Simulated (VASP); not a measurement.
# TePb (F-43m) in VASP: notebook, part 2 of 2

VASP 6.6.1. Earlier steps stand in the parts before.

## (4) Single point, PBEsol

The input, INCAR:

```
PREC = Accurate ; ENCUT = 520
EDIFF = 1E-6 ; ISMEAR = 0
SIGMA = 0.01 ; LREAL = F
LASPH = T ; NELM = 80
ALGO = Normal ; ISIF = 2
LWAVE = F ; LCHARG = F
GGA = PS ; NBANDS = 17
```

The input, KPOINTS:

```
regular mesh
0
Gamma
  4 4 4
```

The input, POSCAR:

```
TePb
1.0
    0.0000000000      3.6414940629      3.6414940629
    3.6414940629      0.0000000000      3.6414940629
    3.6414940629      3.6414940629      0.0000000000
Pb Te
1 1
Direct
    0.0000000000      0.0000000000      0.0000000000
    0.2500000000      0.2500000000      0.2500000000
```

Potentials or basis: VASP PAW PBE potentials, release 64 (Pb_d, Te).

On the command line:

```console
cat potpaw_PBE.64/Pb_d/POTCAR potpaw_PBE.64/Te/POTCAR > POTCAR
mpirun -np 1 vasp_std > vasp.out
```

OUTCAR:

```text
PREC = Accurate
   ENCUT = 520
   EDIFF = 1E-6
   ISMEAR = 0
   LREAL = F
   LASPH = T
   NELM = 80
   ISIF = 2
   GGA = PS

 ion  position               nearest neighbor table
   1  0.000  0.000  0.000-   2 3.15   2 3.15   2 3.15   2 3.15
   2  0.250  0.250  0.250-   1 3.15   1 3.15   1 3.15   1 3.15

  LATTYP: Found a face centered cubic cell.
 ALAT       =     7.2829881258

  Lattice vectors:

 A1 = (   0.0000000000,   3.6414940629,   3.6414940629)
 A2 = (   3.6414940629,   0.0000000000,   3.6414940629)
 A3 = (   3.6414940629,   3.6414940629,   0.0000000000)

Analysis of symmetry for initial positions (statically):
=====================================================================
 Subroutine PRICEL returns:
 Original cell was already a primitive cell.

 Routine SETGRP: Setting up the symmetry group for a
 face centered cubic supercell.

 Subroutine GETGRP returns: Found 24 space group operations
 (whereof 24 operations were pure point group operations)
 out of a pool of 48 trial point group operations.

The static configuration has the point symmetry T_d .

Analysis of symmetry for dynamics (positions and initial velocities):
=====================================================================
 Subroutine PRICEL returns:
 Original cell was already a primitive cell.

 Routine SETGRP: Setting up the symmetry group for a
 face centered cubic supercell.

 Subroutine GETGRP returns: Found 24 space group operations
 (whereof 24 operations were pure point group operations)
 out of a pool of 48 trial point group operations.

The dynamic configuration has the point symmetry T_d .

 Subroutine INISYM returns: Found 24 space group operations
 (whereof 24 operations are pure point group operations),
 and found     1 'primitive' translations

----------------------------------------------------------------------------------------

                                     Primitive cell

  volume of cell :      96.5759

[... 90 lines left out ...]
     AMIX     =   0.40;   BMIX     =  1.00
     AMIX_MAG =   1.60;   BMIX_MAG =  1.00
  volume/ion in A,a.u.               =      48.29       325.86
  Fermi-wavevector in a.u.,A,eV,Ry     =   0.968565  1.830322 12.763860  0.938117
  Thomas-Fermi vector in A             =   2.098544
   LORBIT       =      0    0 simple, 1 ext, 2 COOP (PROOUT), +10 PAW based schemes
   GGA     = PS    functional components
   LHFCALC =     F    Hartree Fock is set to
   AEXX    =    0.0000 exact exchange contribution
   IVDW    =     0    specifies the selected vdW correction
   LEPSILON=     F    determine dielectric tensor
   LRPA    =     F    only Hartree local field effects (RPA)
 non-spin polarized calculation
 Gauss-broadening in eV      SIGMA  =   0.01
  energy-cutoff  :      520.00
  volume of cell :       96.58
 maximum number of plane-waves:      2637
 NGX is ok and might be reduce to    40
   NGX = 19   NGY = 19   NGZ = 19

 number of electron      20.0000000 magnetization

 Free energy of the ion-electron system (eV)
  ---------------------------------------------------
  ext. energy  EPLUGINS =         0.00000000
  ---------------------------------------------------
  free energy    TOTEN  =        -7.69630904 eV

  energy without entropy =       -7.69630904  energy(sigma->0) =       -7.69630904

 E-fermi :   2.7061     XC(G=0):  -7.6320

 val. band max:        2.6550234144   @ k =  -0.2500   0.5000   0.2500
 cond. band min:       3.1786534597   @ k =   0.5000   0.5000   0.0000
 fundamental gap:      0.5236300453
 Fermi energy:         2.7061166125

 k-point     1 :       0.0000    0.0000    0.0000
  band No.  band energies     occupation
      1     -14.2204      2.00000
      2     -14.2204      2.00000
      3     -14.2204      2.00000
      4     -14.1957      2.00000
      5     -14.1957      2.00000
      6      -8.7595      2.00000
[... 137 lines left out ...]
      4     -14.1972      2.00000
      5     -14.1943      2.00000
      6      -7.6855      2.00000
[... 9 lines left out ...]
     16      10.8247      0.00000
     17      10.9533      0.00000

------------------------ aborting loop because EDIFF is reached ----------------------------------------

  FORCE on cell =-STRESS in cart. coord.  units (eV):
  Direction    XX          YY          ZZ          XY          YZ          ZX
  --------------------------------------------------------------------------------------
  -------------------------------------------------------------------------------------
  Total       -0.5481559     -0.5481559     -0.5481559     -0.0000000     -0.0000000     -0.0000000
  in kB       -9.0938089     -9.0938089     -9.0938089     -0.0000000     -0.0000000     -0.0000000
  external PRESSURE =      -9.0938089 kB  Pullay stress =       0.0000000 kB

 VOLUME and BASIS-vectors are now :
 -----------------------------------------------------------------------------
  energy-cutoff  :      520.00
  volume of cell :       96.58
      direct lattice vectors                 reciprocal lattice vectors
     0.000000000  3.641494063  3.641494063    -0.137306279  0.137306279  0.137306279
     3.641494063  0.000000000  3.641494063     0.137306279 -0.137306279  0.137306279
     3.641494063  3.641494063  0.000000000     0.137306279  0.137306279 -0.137306279

 POSITION                                       TOTAL-FORCE (eV/Angst)
 -----------------------------------------------------------------------------------
      0.00000      0.00000      0.00000         0.000000     -0.000000     -0.000000
      1.82075      1.82075      1.82075        -0.000000      0.000000      0.000000
 -----------------------------------------------------------------------------------
    total drift:                                0.000000      0.000000      0.000000

  FREE ENERGIE OF THE ION-ELECTRON SYSTEM (eV)
  ---------------------------------------------------
  free  energy   TOTEN  =        -7.6963090416 eV

  energy  without entropy=       -7.6963090416  energy(sigma->0) =       -7.69630904
```

stdout:

```text
POSCAR found type information on POSCAR PbTe
 POSCAR found :  2 types and       2 ions
 scaLAPACK will be used
 -----------------------------------------------------------------------------
|                                                                             |
|                                                                             |
|     You enforced a specific xc type in the INCAR file but a different       |
|     I HOPE YOU KNOW WHAT YOU ARE DOING!                                     |
|                                                                             |
 -----------------------------------------------------------------------------

 LDA part: xc-table for (Slater+PW92), standard interpolation
 POSCAR, INCAR and KPOINTS ok, starting setup
 FFT: planning ... GRIDC
 FFT: planning ... GRID_SOFT
 FFT: planning ... GRID
 WAVECAR not read
 entering main loop
```

Run time: 38 s. Hardware: 1 thread of AMD EPYC 7R43 (Zen 3), shared host; peak memory 0.19 GiB.

What came out:

```
Free energy            : -7.6963 eV
Pressure               : -0.9 GPa
Band gap on the k mesh : 0.52 eV (least direct gap 1.14 eV)
```

Levels at points of the mesh, in eV from the valence-band top:
| k point | band 8 | band 9 | band 10 | band 11 | band 12 | band 13 |
| --- | --- | --- | --- | --- | --- | --- |
| (0.00, 0.00, 0.00) | -1.46 | -1.46 | -1.46 | 1.49 | 1.49 | 1.49 |
| (0.50, 0.00, 0.00) | -2.02 | -2.02 | -1.97 | 2.31 | 2.31 | 3.68 |
| (0.50, 0.50, 0.00) | -2.70 | -2.70 | -0.62 | 0.52 | 4.37 | 4.37 |

Caveat: the PAW data sets were made with another functional, which shifts forces and pressure a little; spin-orbit coupling is left out, which moves the levels of the heavy elements. A k mesh can miss the band edges.

## (5) Single point, HSE06

POSCAR is that of step 4.

The input, INCAR.step1:

```
PREC     = Accurate       # precision mode
ENCUT    = 520            # plane-wave cutoff, eV
EDIFF    = 1E-5           # SCF threshold, eV
ISMEAR   = 0              # smearing method
SIGMA    = 0.01           # smearing width, eV
LREAL    = F              # projectors in reciprocal space
LASPH    = T              # aspherical terms in the spheres
NELM     = 80             # most SCF steps
ALGO     = Normal         # electronic algorithm
ISIF     = 2              # what is computed and relaxed
LWAVE    = T              # write WAVECAR
LCHARG   = F              # write CHGCAR
GGA      = PE             # functional
NBANDS   = 17             # bands
```

The input, INCAR.step2:

```
PREC     = Accurate       # precision mode
ENCUT    = 520            # plane-wave cutoff, eV
EDIFF    = 1E-6           # SCF threshold, eV
ISMEAR   = 0              # smearing method
SIGMA    = 0.01           # smearing width, eV
LREAL    = F              # projectors in reciprocal space
LASPH    = T              # aspherical terms in the spheres
NELM     = 80             # most SCF steps
ALGO     = Normal         # electronic algorithm
ISIF     = 2              # what is computed and relaxed
LWAVE    = F              # write WAVECAR
LCHARG   = F              # write CHGCAR
GGA      = PE             # functional
LHFCALC  = T              # exact exchange
HFSCREEN = 0.2079         # screening, 1/A
PRECFOCK = Normal       
ISTART   = 1            
NBANDS   = 17             # bands
```

KPOINTS is that of step 4.

Potentials or basis: VASP PAW PBE potentials, release 64 (Pb_d, Te).

On the command line:

```console
cat potpaw_PBE.64/Pb_d/POTCAR potpaw_PBE.64/Te/POTCAR > POTCAR
cp INCAR.step1 INCAR
mpirun -np 1 vasp_std > vasp.out
cp INCAR.step2 INCAR
mpirun -np 1 vasp_std > vasp.out
```

OUTCAR:

```text
PREC = Accurate
   ENCUT = 520
   EDIFF = 1E-6
   ISMEAR = 0
   LREAL = F
   LASPH = T
   NELM = 80
   ISIF = 2
   GGA = PE
   LHFCALC = T
   HFSCREEN = 0.2079
   PRECFOCK = Normal
   ISTART = 1

 ion  position               nearest neighbor table
   1  0.000  0.000  0.000-   2 3.15   2 3.15   2 3.15   2 3.15
   2  0.250  0.250  0.250-   1 3.15   1 3.15   1 3.15   1 3.15

  LATTYP: Found a face centered cubic cell.
 ALAT       =     7.2829881258

  Lattice vectors:

 A1 = (   0.0000000000,   3.6414940629,   3.6414940629)
 A2 = (   3.6414940629,   0.0000000000,   3.6414940629)
 A3 = (   3.6414940629,   3.6414940629,   0.0000000000)

Analysis of symmetry for initial positions (statically):
=====================================================================
 Subroutine PRICEL returns:
 Original cell was already a primitive cell.

 Routine SETGRP: Setting up the symmetry group for a
 face centered cubic supercell.
[... 153 lines left out ...]
  ext. energy  EPLUGINS =         0.00000000
  ---------------------------------------------------
  free energy    TOTEN  =        -8.53550394 eV

  energy without entropy =       -8.53550394  energy(sigma->0) =       -8.53550394

 E-fermi :   2.6223     XC(G=0):  -6.2809

 val. band max:        2.5204849288   @ k =  -0.2500   0.5000   0.2500
 cond. band min:       3.4804887948   @ k =   0.5000   0.5000   0.0000
 fundamental gap:      0.9600038661
 Fermi energy:         2.6223286774

 k-point     1 :       0.0000    0.0000    0.0000
  band No.  band energies     occupation
      1     -16.2526      2.00000
      2     -16.2526      2.00000
      3     -16.2526      2.00000
      4     -16.2240      2.00000
      5     -16.2240      2.00000
      6     -10.0165      2.00000
[... 137 lines left out ...]
      4     -16.2257      2.00000
      5     -16.2228      2.00000
      6      -8.8293      2.00000
[... 9 lines left out ...]
     16      11.4438      0.00000
     17      11.6027      0.00000

------------------------ aborting loop because EDIFF is reached ----------------------------------------

  FORCE on cell =-STRESS in cart. coord.  units (eV):
  Direction    XX          YY          ZZ          XY          YZ          ZX
  --------------------------------------------------------------------------------------
  -------------------------------------------------------------------------------------
  Total       -0.0735392     -0.0735392     -0.0735392     -0.0000000      0.0000000     -0.0000000
  in kB       -1.2200030     -1.2200030     -1.2200030     -0.0000000      0.0000000     -0.0000000
  external PRESSURE =      -1.2200030 kB  Pullay stress =       0.0000000 kB

 VOLUME and BASIS-vectors are now :
 -----------------------------------------------------------------------------
  energy-cutoff  :      520.00
  volume of cell :       96.58
      direct lattice vectors                 reciprocal lattice vectors
     0.000000000  3.641494063  3.641494063    -0.137306279  0.137306279  0.137306279
     3.641494063  0.000000000  3.641494063     0.137306279 -0.137306279  0.137306279
     3.641494063  3.641494063  0.000000000     0.137306279  0.137306279 -0.137306279

 POSITION                                       TOTAL-FORCE (eV/Angst)
 -----------------------------------------------------------------------------------
      0.00000      0.00000      0.00000         0.000000      0.000000      0.000000
      1.82075      1.82075      1.82075        -0.000000     -0.000000     -0.000000
 -----------------------------------------------------------------------------------
    total drift:                               -0.000004      0.000008      0.000007

  FREE ENERGIE OF THE ION-ELECTRON SYSTEM (eV)
  ---------------------------------------------------
  free  energy   TOTEN  =        -8.5355039428 eV

  energy  without entropy=       -8.5355039428  energy(sigma->0) =       -8.53550394
```

It took 37 min on 1 thread of AMD EPYC 7R43 (Zen 3), shared host; peak memory 0.31 GiB.

What came out:

* Free energy: -8.5355 eV
* Pressure: -0.1 GPa
* Band gap on the k mesh: 0.96 eV (least direct gap 1.62 eV)

Levels at points of the mesh, in eV from the valence-band top:
| k point | band 7 | band 8 | band 9 | band 10 | band 11 | band 12 | band 13 | band 14 |
| --- | --- | --- | --- | --- | --- | --- | --- | --- |
| (0.00, 0.00, 0.00) | -6.63 | -1.70 | -1.70 | -1.70 | 1.97 | 1.97 | 1.97 | 4.56 |
| (0.50, 0.00, 0.00) | -8.53 | -2.29 | -2.29 | -2.08 | 2.84 | 2.84 | 4.32 | 6.32 |
| (0.50, 0.50, 0.00) | -9.08 | -3.03 | -3.03 | -0.66 | 0.96 | 5.10 | 5.10 | 6.23 |

Caveat: the PAW data sets were made with another functional, which shifts forces and pressure a little; spin-orbit coupling is left out, which moves the levels of the heavy elements. A k mesh can miss the band edges.

## (6) Single point, PBE-based global hybrid with 10 % exact exchange

POSCAR is that of step 5.

The input, INCAR.step1:

```
SYSTEM = TePb
ALGO = Normal
EDIFF = 1E-5
ENCUT = 520
GGA = PE
ISIF = 2
ISMEAR = 0
LASPH = .TRUE.
LCHARG = .FALSE.
LREAL = .FALSE.
LWAVE = .TRUE.
NBANDS = 17
NELM = 60
PREC = Accurate
SIGMA = 0.01
```

The input, INCAR.step2:

```
SYSTEM = TePb
AEXX = 0.1
ALGO = Normal
EDIFF = 1E-6
ENCUT = 520
GGA = PE
ISIF = 2
ISMEAR = 0
ISTART = 1
LASPH = .TRUE.
LCHARG = .FALSE.
LHFCALC = .TRUE.
LREAL = .FALSE.
LWAVE = .FALSE.
NBANDS = 17
NELM = 60
PREC = Accurate
PRECFOCK = Normal
SIGMA = 0.01
```

The input, KPOINTS:

```
k-points
0
G
  4 4 4
  0 0 0
```

Potentials or basis: VASP PAW PBE potentials, release 64 (Pb_d, Te).

On the command line:

```console
cat potpaw_PBE.64/Pb_d/POTCAR potpaw_PBE.64/Te/POTCAR > POTCAR
cp INCAR.step1 INCAR
mpirun -np 1 vasp_std > vasp.out
cp INCAR.step2 INCAR
mpirun -np 1 vasp_std > vasp.out
```

Wall time 22 min (1 thread of AMD EPYC 7R43 (Zen 3), shared host); peak memory 0.22 GiB.

The run converged. Its results:

```
Free energy            : -8.0736 eV
Pressure               : 0.2 GPa
Band gap on the k mesh : 0.98 eV (least direct gap 1.62 eV)
```

Levels at points of the mesh, in eV from the valence-band top:
```
           k point  band 6  band 7  band 8  band 9  band 10  band 11  band 12  band 13  band 14  band 15
(0.00, 0.00, 0.00)  -11.90   -6.43   -1.56   -1.56    -1.56     1.95     1.95     1.95     4.54     7.59
(0.50, 0.00, 0.00)  -11.15   -8.17   -2.15   -2.15    -2.02     2.79     2.79     4.23     6.26     7.35
(0.50, 0.50, 0.00)  -10.78   -8.70   -2.85   -2.85    -0.64     0.98     4.95     4.95     6.15     7.51
```

Caveat: the PAW data sets were made with another functional, which shifts forces and pressure a little; spin-orbit coupling is left out, which moves the levels of the heavy elements.

## (7) Single point, HSE06

POSCAR is that of step 6.

The input, INCAR.step1:

```
SYSTEM = TePb
PREC     = Accurate       ! precision mode
ENCUT    = 520            ! plane-wave cutoff, eV
EDIFF    = 1E-5           ! SCF threshold, eV
ISMEAR   = 0              ! smearing method
SIGMA    = 0.01           ! smearing width, eV
LREAL    = .FALSE.        ! projectors in reciprocal space
LASPH    = .TRUE.         ! aspherical terms in the spheres
NELM     = 100            ! most SCF steps
ALGO     = Normal         ! electronic algorithm
ISIF     = 2              ! what is computed and relaxed
LWAVE    = .TRUE.         ! write WAVECAR
LCHARG   = .FALSE.        ! write CHGCAR
GGA      = PE             ! functional
NBANDS   = 17             ! bands
```

The input, INCAR.step2:

```
SYSTEM = TePb
PREC     = Accurate       ! precision mode
ENCUT    = 520            ! plane-wave cutoff, eV
EDIFF    = 1E-6           ! SCF threshold, eV
ISMEAR   = 0              ! smearing method
SIGMA    = 0.01           ! smearing width, eV
LREAL    = .FALSE.        ! projectors in reciprocal space
LASPH    = .TRUE.         ! aspherical terms in the spheres
NELM     = 100            ! most SCF steps
ALGO     = Normal         ! electronic algorithm
ISIF     = 2              ! what is computed and relaxed
LWAVE    = .FALSE.        ! write WAVECAR
LCHARG   = .FALSE.        ! write CHGCAR
GGA      = PE             ! functional
LHFCALC  = .TRUE.         ! exact exchange
HFSCREEN = 0.2079         ! screening, 1/A
PRECFOCK = Normal       
ISTART   = 1            
NBANDS   = 17             ! bands
```

The input, KPOINTS:

```
Automatic mesh
0
G
  4 4 4
  0 0 0
```

On the command line:

```console
cat potpaw_PBE.64/Pb_d/POTCAR potpaw_PBE.64/Te/POTCAR > POTCAR
cp INCAR.step1 INCAR
mpirun -np 1 vasp_std > vasp.out
cp INCAR.step2 INCAR
mpirun -np 1 vasp_std > vasp.out
```

Run time: 27 min. Hardware: 1 thread of AMD EPYC 7R43 (Zen 3), shared host; peak memory 0.31 GiB.

The run converged. Its results:

```yaml
Free_energy: -8.5355 eV
Pressure: -0.1 GPa
Band_gap_on_the_k_mesh: 0.96 eV (least direct gap 1.62 eV)
```

Levels at points of the mesh, in eV from the valence-band top:
```
           k point  band 8  band 9  band 10  band 11  band 12  band 13
(0.00, 0.00, 0.00)   -1.70   -1.70    -1.70     1.97     1.97     1.97
(0.50, 0.00, 0.00)   -2.29   -2.29    -2.08     2.84     2.84     4.32
(0.50, 0.50, 0.00)   -3.03   -3.03    -0.66     0.96     5.10     5.10
```

Caveat: the PAW data sets were made with another functional, which shifts forces and pressure a little; spin-orbit coupling is left out, which moves the levels of the heavy elements.

## (8) Summary

```csv
level,potentials or basis,grid for exact exchange (PRECFOCK),share of exact exchange,screening parameter,gap on the mesh (eV),pressure (GPa)
PBE,"VASP PAW PBE potentials, release 64 (Pb_d, Te)",-,-,-,0.59,0.5
LDA,"VASP PAW LDA potentials, release 64 (Pb_d, Te)",-,-,-,0.45,-1.7
PBEsol,"VASP PAW PBE potentials, release 64 (Pb_d, Te)",-,-,-,0.52,-0.9
HSE06,"VASP PAW PBE potentials, release 64 (Pb_d, Te)",Normal,0.25,0.2079 1/Å,0.96,-0.1
PBE-based global hybrid with 10 % exact exchange,"VASP PAW PBE potentials, release 64 (Pb_d, Te)",Normal,0.1,-,0.98,0.2
```

Alike in all rows: task single point; no spin polarisation; cell as given; k mesh 4 × 4 × 4; cutoff (eV) 520; smearing gaussian 0.01 eV.

Caveats: spin-orbit coupling is left out, which moves the levels of the heavy elements; the PAW data sets were made with another functional, which shifts forces and pressure a little (at least some runs).

Absolute energies hang on the potentials; compare differences alone.
